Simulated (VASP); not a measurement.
Set up this calculation in VASP 6.6.1, as the native input.

```
Task                   : single point
Functional             : PBE
Potentials or basis    : VASP PAW PBE potentials, release 64 (In_d, Sb, As)
Cutoff                 : 520 eV
k mesh                 : 8 × 8 × 4
Occupations            : gaussian, width 0.1 eV
Spin                   : no spin polarisation
Dipole correction      : no
Further INCAR settings : ALGO = Fast; EDIFF = 1e-06; NBANDS = 46
```

The structure of In4SbAs3 lies in POSCAR:

```
In4SbAs3
1.0
    4.4564693348      0.0000000000      0.0000000000
    0.0000000000      4.4564693348      0.0000000000
    0.0000000000      0.0000000000     12.5895072259
In Sb As
4 1 3
Direct
    0.5000000000      0.0000000000      0.8796206800
    0.0000000000      0.5000000000      0.1203793200
    0.5000000000      0.0000000000      0.3619157445
    0.0000000000      0.5000000000      0.6380842555
    0.0000000000      0.0000000000      0.5000000000
    0.0000000000      0.0000000000      0.0000000000
    0.5000000000      0.5000000000      0.2411074170
    0.5000000000      0.5000000000      0.7588925830
```

The input as run:

INCAR

```
ALGO     = Fast           # electronic algorithm
EDIFF    = 1E-6           # SCF threshold, eV
ENCUT    = 520            # plane-wave cutoff, eV
GGA      = PE             # functional
ISIF     = 2              # what is computed and relaxed
ISMEAR   = 0              # smearing method
LASPH    = True           # aspherical terms in the spheres
LCHARG   = False          # write CHGCAR
LREAL    = False          # projectors in reciprocal space
LWAVE    = False          # write WAVECAR
NBANDS   = 46             # bands
NELM     = 100            # most SCF steps
PREC     = Accurate       # precision mode
SIGMA    = 0.1            # smearing width, eV
```

KPOINTS

```
k-points
0
Gamma
  8 8 4
```

Potentials or basis: VASP PAW PBE potentials, release 64 (In_d, Sb, As).

The run is started by

```bash
$ cat potpaw_PBE.64/In_d/POTCAR potpaw_PBE.64/Sb/POTCAR potpaw_PBE.64/As/POTCAR > POTCAR
$ mpirun -np 1 vasp_std > vasp.out
```

Results of the run:

The pressure is 0.0 GPa, the largest force is 0.008 eV/Å and the band gap on the k mesh is zero (filled and empty bands touch).

Caveat: semilocal functionals underestimate gaps, and a narrow one can read as zero; spin-orbit coupling is left out, which moves the levels of the heavy elements.

Wall time 13 min on 1 thread of Oxide Virtual Turin-like Processor (shared host), peak memory 0.61 GiB.
